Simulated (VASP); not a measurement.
The system is InSe2.

```xyz
6
Lattice="3.8949 0.0000 0.0000 0.0000 3.8949 0.0000 0.0000 0.0000 9.6262" Properties=species:S:1:pos:R:3 pbc="T T T"
In    0.0000    1.9474    6.8006
In    1.9474    0.0000    2.8256
Se    0.0000    1.9474    3.5252
Se    1.9474    0.0000    6.1010
Se    0.0000    0.0000    0.0000
Se    1.9474    1.9474    0.0000
```

```yaml
Program: VASP 6.6.1
Task: relaxation of cell and atoms
Functional: PBE
Potentials_or_basis: VASP PAW PBE potentials, release 64 (In_d, Se)
Cutoff: 600 eV
k_mesh: 2 × 2 × 1
Occupations: gaussian, width 0.1 eV
Spin: no spin polarisation
```

At the start: pressure 2.3 GPa; volume 24.34 Å³/atom.

How do energy, volume and symmetry change on relaxing?

Over 21 steps the energy falls by 48.1 meV/atom and the volume is 23.53 Å³/atom (-3.3 %); space group P4/nmm (No. 129, to 0.1 Å) before and after.

Step by step:
| step | energy change (eV) | largest force (eV/Å) | pressure (GPa) | volume (Å³) |
| --- | --- | --- | --- | --- |
| 1 | 0.0000 | 0.2588 | 2.27 | 146.03 |
| 2 | -0.1120 | 0.0994 | -1.78 | 153.33 |
| 3 | -0.1156 | 0.1164 | -1.19 | 152.11 |
| 4 | -0.1577 | 0.1505 | -0.78 | 149.28 |
| 5 | -0.2489 | 0.3135 | 0.82 | 140.72 |
| 6 | 0.4955 | 0.6275 | 12.35 | 123.38 |
| 7 | -0.2506 | 0.3487 | 1.21 | 139.46 |
| 8 | -0.2513 | 0.3236 | 1.78 | 137.86 |
| 9 | -0.2524 | 0.3407 | 1.51 | 138.59 |
| 10 | -0.2656 | 0.2205 | 1.28 | 138.48 |
| 11 | -0.2657 | 0.2294 | 1.29 | 138.49 |
| 12 | -0.2767 | 0.2093 | 0.58 | 139.98 |
| 13 | -0.2809 | 0.1849 | -0.23 | 141.77 |
| 14 | -0.2831 | 0.1558 | -0.19 | 141.71 |
| 15 | -0.2871 | 0.0661 | -0.08 | 141.53 |
| 16 | -0.2839 | 0.1191 | 0.17 | 141.16 |
| 17 | -0.2878 | 0.0581 | -0.01 | 141.42 |
| 18 | -0.2882 | 0.0349 | -0.02 | 141.37 |
| 19 | -0.2883 | 0.0207 | -0.02 | 141.34 |
| 20 | -0.2884 | 0.0151 | 0.01 | 141.27 |
| 21 | -0.2884 | 0.0069 | 0.06 | 141.17 |

Final structure:
```xyz
6
Lattice="4.0453 0.0000 0.0000 0.0000 4.0453 0.0000 0.0000 0.0000 8.6267" Properties=species:S:1:pos:R:3 pbc="T T T"
In    0.0000    2.0226    6.1355
In    2.0226    0.0000    2.4912
Se    0.0000    2.0226    3.2453
Se    2.0226    0.0000    5.3814
Se    0.0000    0.0000    0.0000
Se    2.0226    2.0226    0.0000
```

Caveat: the k points lie up to 0.78 Å⁻¹ apart in the final cell, too coarse for converged energies and pressures of a metal.
